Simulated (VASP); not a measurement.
Write the native input for VASP 6.6.1 that does the following.

```
Task                   : single point
Functional             : PBE
Dispersion             : D4
Potentials or basis    : VASP PAW PBE potentials, release 64 (Te, Ti_sv)
Cutoff                 : 520 eV
k mesh                 : 8 × 8 × 4
Occupations            : fermi-dirac, width 0.05 eV
Spin                   : no spin polarisation
Dipole correction      : no
Further INCAR settings : ALGO = Normal; EDIFF = 1e-06; NBANDS = 19
```

The structure of TiTe2 lies in POSCAR:

```
TiTe2
1.0
    3.7283159576      0.0000000000      0.0000000000
   -1.8641579788      3.2288163326      0.0000000000
    0.0000000000      0.0000000000      6.4078613268
Te Ti
2 1
Direct
    0.3333333333      0.6666666667      0.7317530186
    0.6666666667      0.3333333333      0.2682469814
    0.0000000000      0.0000000000      0.0000000000
```

The input as run:

INCAR

```
SYSTEM = TiTe2
PREC = Accurate
ENCUT = 520
EDIFF = 1E-6
ISMEAR = -1
SIGMA = 0.05
LREAL = .FALSE.
LASPH = .TRUE.
NELM = 100
ALGO = Normal
ISIF = 2
LWAVE = .FALSE.
LCHARG = .FALSE.
GGA = PE
IVDW = 13
NBANDS = 19
```

KPOINTS

```
Automatic mesh
0
G
  8 8 4
  0 0 0
```

Potentials or basis: VASP PAW PBE potentials, release 64 (Te, Ti_sv).

Command:

```console
$ cat potpaw_PBE.64/Te/POTCAR potpaw_PBE.64/Ti_sv/POTCAR > POTCAR
$ mpirun -np 1 vasp_std > vasp.out
```

It gave:

| Property | Result |
| --- | --- |
| Pressure | 0.0 GPa |
| Largest force | 0.011 eV/Å |
| Band gap on the k mesh | zero (band 12 reaches 7.74 eV, above the bottom of band 13 at 6.98 eV) |
| Dispersion energy per atom | -0.434 eV |

Caveat: spin-orbit coupling is left out, which moves the levels of the heavy elements.

Run time: 25 s on 1 thread of Intel(R) Xeon(R) 6975P-C (Granite Rapids), on a shared host, peak memory 0.21 GiB.
